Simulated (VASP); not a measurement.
The system is AlN.

```xyz
2
Lattice="0.0000 2.1840 2.1840 2.1840 0.0000 2.1840 2.1840 2.1840 0.0000" Properties=species:S:1:pos:R:3 pbc="T T T"
Al    0.0000    0.0000    0.0000
N     3.2760    3.2760    3.2760
```

Base run:

- Program: VASP 6.6.1
- Functional: PBE
- Potentials or basis: VASP PAW PBE potentials, release 64 (Al, N)
- Cutoff: 520 eV
- k mesh: 10 × 10 × 10
- Occupations: gaussian, width 0.05 eV
- Spin: no spin polarisation

Its results: band gap on the k mesh 3.32 eV, indirect (least direct gap 4.20 eV); pressure 4.6 GPa.

Question: The run is repeated on the same cell with these changes: functional from PBE to PBEsol. What comes out?

Answer: Band gap on the k mesh 3.19 eV, indirect (least direct gap 4.13 eV); pressure 1.3 GPa.

PBEsol binds more tightly than PBE, so the same cell stands under less pressure.

Caveats: the PAW data sets were made with another functional, which shifts forces and pressure a little (some runs).

A k mesh can miss the band edges.
